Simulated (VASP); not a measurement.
The system is NbAg3.

```
CELL_PARAMETERS angstrom
0.00000 4.11779 0.00000
4.11779 0.00000 0.00000
2.05890 2.05890 -4.18108
ATOMIC_POSITIONS crystal
Ag 0.75000 0.25000 0.50000
Ag 0.25000 0.75000 0.50000
Ag 0.50000 0.50000 0.00000
Nb 0.00000 0.00000 0.00000
```

```yaml
Program: VASP 6.6.1
Task: relaxation of cell and atoms
Functional: r2SCAN
Potentials_or_basis: VASP PAW PBE potentials, release 64 (Ag, Nb_sv)
Cutoff: 600 eV
k_mesh: 5 × 5 × 5
Occupations: fermi-dirac, width 0.1 eV
Spin: no spin polarisation
Hubbard_terms: Nb d U = 2.89 eV
```

At the start: pressure -1.5 GPa; volume 17.72 Å³/atom.

Where does the relaxation end?

Over 12 steps the energy falls by 48.5 meV/atom and the volume is 17.41 Å³/atom (-1.8 %); space group I4/mmm (No. 139, to 0.05 Å).

The path:
```csv
step,energy change (eV),largest force (eV/Å),pressure (GPa),volume (Å³)
1,0.0000,0.0000,-1.46,70.90
2,-0.0512,0.0000,1.51,69.23
3,-0.0612,0.0000,3.48,68.27
4,-0.0903,0.0000,2.54,68.65
5,-0.1430,0.0000,0.25,69.70
6,-0.1712,0.0000,-2.95,71.29
7,-0.1699,0.0000,-2.21,70.92
8,-0.1877,0.0000,-0.33,69.85
9,-0.1900,0.0000,0.56,69.38
10,-0.1900,0.0000,0.79,69.27
11,-0.1927,0.0000,0.39,69.44
12,-0.1941,0.0000,-0.01,69.63
```

Final structure:
```
Ag Nb
1.0
     0.00000    4.57575    0.00000
     4.57575    0.00000    0.00000
     2.28787    2.28787   -3.32550
Ag Nb
3 1
Direct
  0.75000 0.25000 0.50000
  0.25000 0.75000 0.50000
  0.50000 0.50000 0.00000
  0.00000 0.00000 0.00000
```

Caveat: the PAW data sets were made with another functional, which shifts forces and pressure a little; U without spin polarisation on a metal has little footing; the U is typed as a test and isn't derived for this compound.
